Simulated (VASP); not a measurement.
Set up this calculation in VASP 6.6.1, as the native input.

```yaml
Task: single point
Functional: PBE
Potentials_or_basis: VASP PAW PBE potentials, release 64 (Cd, Se, S)
Cutoff: 520 eV
k_mesh: 6 × 6 × 4
Occupations: gaussian, width 0.02 eV
Spin: no spin polarisation
Dipole_correction: no
Further_INCAR_settings: ALGO = Normal; EDIFF = 1e-06; NBANDS = 36
```

The structure of Cd3SeS2 lies in POSCAR:

```
Cd3SeS2
1.0
    4.2522953264      0.0000000289      0.0000000000
   -2.1261476882      3.6825957627      0.0000000000
    0.0000000000      0.0000000000     10.4284919000
Cd Se S
3 1 2
Direct
    0.0000000000      0.0000000000      0.9909710000
    0.3333333333      0.6666666667      0.6665880000
    0.6666666667      0.3333333333      0.3429170000
    0.0000000000      0.0000000000      0.2478580000
    0.3333333333      0.6666666667      0.9130000000
    0.6666666667      0.3333333333      0.5886650000
```

The input as run:

INCAR

```
SYSTEM = Cd3SeS2
ALGO = Normal
EDIFF = 1E-6
ENCUT = 520
GGA = PE
ISIF = 2
ISMEAR = 0
LASPH = .TRUE.
LCHARG = .TRUE.
LELF = .TRUE.
LREAL = .FALSE.
LVHAR = .TRUE.
LWAVE = .FALSE.
NBANDS = 36
NELM = 60
PREC = Accurate
SIGMA = 0.02
```

KPOINTS

```
k-points
0
G
  6 6 4
  0 0 0
```

Potentials or basis: VASP PAW PBE potentials, release 64 (Cd, Se, S).

The run is started by

```bash
$ cat potpaw_PBE.64/Cd/POTCAR potpaw_PBE.64/Se/POTCAR potpaw_PBE.64/S/POTCAR > POTCAR
$ mpirun -np 1 vasp_std > vasp.out
```

It gave:

```
Pressure               : 0.3 GPa
Largest force          : 0.007 eV/Å
Band gap on the k mesh : 0.66 eV, direct
```

Wall time 70 s on 1 thread of Intel(R) Xeon(R) 6975P-C (Granite Rapids), with other jobs on the host, peak memory 0.34 GiB.
